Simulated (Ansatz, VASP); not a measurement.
Ti: VASP beside Ansatz

```
Ti
1.0
    -1.38398    1.38398    2.01093
     1.38398   -1.38398    2.01093
     1.38398    1.38398   -2.01093
Ti
1
Direct
  0.00000 0.00000 0.00000
```

Alike in both runs: task single point; functional PBE; k mesh 22 × 22 × 22; occupations gaussian, width 0.15 eV; no spin polarisation.

```csv
,VASP,Ansatz
version,VASP 6.6.1,Ansatz 0.2.0
potentials or method,"VASP PAW PBE potentials, release 64 (Ti_sv), cutoff 520 eV","scalar-relativistic, plane waves, PAW"
valence electrons in the cell,12,12
```

Ansatz gave:

| Property | Result |
| --- | --- |
| gap on the k mesh at the Fermi level (eV) | none |
| pressure (GPa) | 15.9 |
| traceless stress, the component that is largest in VASP (GPa) | -0.62 |

Question: Estimate VASP's values.

Answer: gap on the k mesh at the Fermi level (eV): none; pressure (GPa): 15.5; traceless stress, the component that is largest in VASP (GPa): -0.64.

A gap of «none» marks a metal or a gap that the smearing closes. The functional is the same, so the differences come from potentials, cutoffs and numerics.
